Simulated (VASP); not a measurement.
**EuS: single point with PBE0**

Crystal: EuS.

```
Eu S
1.0
     0.00000    2.98862    2.98862
     2.98862    0.00000    2.98862
     2.98862    2.98862    0.00000
Eu S
1 1
Cartesian
  0.0000 0.0000 0.0000
  2.9886 2.9886 2.9886
```

```json
{"Program": "VASP 6.6.1", "Task": "single point", "Functional": "PBE0", "Potentials or basis": "VASP PAW PBE potentials, release 64 (Eu, S)", "Cutoff": "520 eV", "k mesh": "4 × 4 × 4", "Occupations": "fermi-dirac, width 0.05 eV", "Spin": "collinear spin, ferromagnetic start", "Starting moments": "[7.0, 0.0] μB"}
```

```json
{"Pressure": "-0.7 GPa", "Band gap on the k mesh": "1.29 eV (least direct gap 1.52 eV)", "Net moment": "7.00 μB per cell", "Site moments": "Eu +6.71; S -0.06 μB", "Valence electrons inside the program's atomic spheres": "Eu 14.89; S 3.78"}
```

Levels at points of the mesh, in eV from the valence-band top:
Spin up:
```tsv
k point	band 12	band 13	band 14	band 15	band 16	band 17	band 18	band 19
(0.00, 0.00, 0.00)	-0.50	0.00	0.00	0.00	3.03	3.42	3.42	3.42
(0.50, 0.00, 0.00)	-0.53	-0.53	-0.50	-0.50	5.10	5.76	6.31	6.31
(0.50, 0.50, 0.00)	-0.56	-0.51	-0.23	-0.23	1.29	5.58	5.62	7.15
```
Spin down:
```tsv
k point	band 6	band 7	band 8	band 9	band 10	band 11
(0.00, 0.00, 0.00)	-2.27	-2.27	-2.27	3.44	4.13	4.13
(0.50, 0.00, 0.00)	-5.03	-3.49	-3.49	5.16	6.47	7.34
(0.50, 0.50, 0.00)	-3.56	-2.67	-2.67	1.90	6.18	6.52
```

It took 18 min on 1 thread of Intel(R) Xeon(R) Platinum 8488C (Sapphire Rapids), with other jobs on the host, peak memory 0.23 GiB.

Caveat: the k points lie up to 0.46 Å⁻¹ apart; the PAW data sets were made with another functional, which shifts forces and pressure a little; spin-orbit coupling is left out, which moves the levels of the heavy elements; a cell with one magnetic atom can't hold antiferromagnetic order, which such compounds often take. The state reached can hang on the start; a lower one may exist.
